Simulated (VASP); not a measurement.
Ta2SiO3, 6 atoms in the cell. The structure is hexagonal, space group P6/mmm (No. 191). Conventional cell: a = 5.129 Å, b = 5.129 Å, c = 3.133 Å, α = 90.00°, β = 90.00°, γ = 120.00°. Ta (site symmetry -6m2) has 6 O at 2.16 Å and 3 Ta at 2.96 Å and 3 Si at 2.96 Å within 3.0 Å. Within 3.9 Å of Si (site symmetry 6/mmm) lie 6 Ta at 2.96 Å and 12 O at 3.01 Å and 2 Si at 3.13 Å. O (site symmetry mmm) has 4 Ta at 2.16 Å and 6 O at 2.56 to 3.13 Å and 4 Si at 3.01 Å within 3.2 Å. The cell was generated, and may not be a known phase.

| Item | Value |
| --- | --- |
| Program | VASP 6.6.1 |
| Task | single point |
| Functional | PBE |
| Potentials or basis | VASP PAW PBE potentials, release 64 (Ta_sv_GW, Si, O) |
| Cutoff | 700 eV |
| k mesh | 3 × 3 × 4 |
| Occupations | gaussian, width 0.15 eV |
| Spin | no spin polarisation |
| Dipole correction | no |
| Further INCAR settings | ALGO = Normal; EDIFF = 1e-06; NBANDS = 33 |

Potentials or basis: VASP PAW PBE potentials, release 64 (Ta_sv_GW, Si, O).

Run with:

```sh
$ cat potpaw_PBE.64/Ta_sv_GW/POTCAR potpaw_PBE.64/Si/POTCAR potpaw_PBE.64/O/POTCAR > POTCAR
$ mpirun -np 1 vasp_std > vasp.out
```

Hardware: 1 thread of Intel(R) Xeon(R) Platinum 8259CL CPU @ 2.50GHz (Skylake/Cascade Lake), on a shared host.

Question: Estimate the wall time of this run.

Answer: Run time: 74 s on 1 thread of Intel(R) Xeon(R) Platinum 8259CL CPU @ 2.50GHz (Skylake/Cascade Lake) (shared host), peak memory 0.25 GiB. Counts: scf iterations 21, k points 9.
